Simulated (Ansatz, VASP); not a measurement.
One calculation of C, two programs

```
C
1.0
     2.58513    0.00000    0.00000
    -1.29257    2.23879    0.00000
     0.00000    0.00000    8.28032
C
8
Direct
  0.00000 0.00000 0.09293
  0.00000 0.00000 0.59293
  0.00000 0.00000 0.40707
  0.00000 0.00000 0.90707
  0.33333 0.66667 0.15550
  0.66667 0.33333 0.65550
  0.33333 0.66667 0.34450
  0.66667 0.33333 0.84450
```

Change from the starting cell: strain +0.0300 x Voigt [1, 1, 0, 0, 0, 0], atoms carried along.

Alike in both runs: task single point; functional r2SCAN; k mesh 12 × 12 × 4; occupations gaussian, width 0.05 eV; no spin polarisation.

```csv
,VASP,Ansatz
version,VASP 6.6.1,Ansatz 0.2.0
potentials or method,"VASP PAW PBE potentials, release 64 (C), cutoff 520 eV","scalar-relativistic, plane waves, PAW"
valence electrons in the cell,32,32
```

VASP gave:

* gap on the k mesh at the Fermi level (eV): 4.28
* least direct gap on the mesh (eV): 5.07
* pressure (GPa): -22.5
* traceless stress, the component that is largest in VASP (GPa): 21.95
* rms of the force components (eV/Å): 0.026

Which values does Ansatz return?

gap on the k mesh at the Fermi level (eV): 4.30; least direct gap on the mesh (eV): 5.11; pressure (GPa): -23.4; traceless stress, the component that is largest in VASP (GPa): 21.84; rms of the force components (eV/Å): 0.025.

VASP's potentials were made for PBE, not for r2SCAN. Atom by atom the forces differ by 0.005 eV/Å (rms over components). The functional is the same, so the differences come from potentials, cutoffs and numerics.
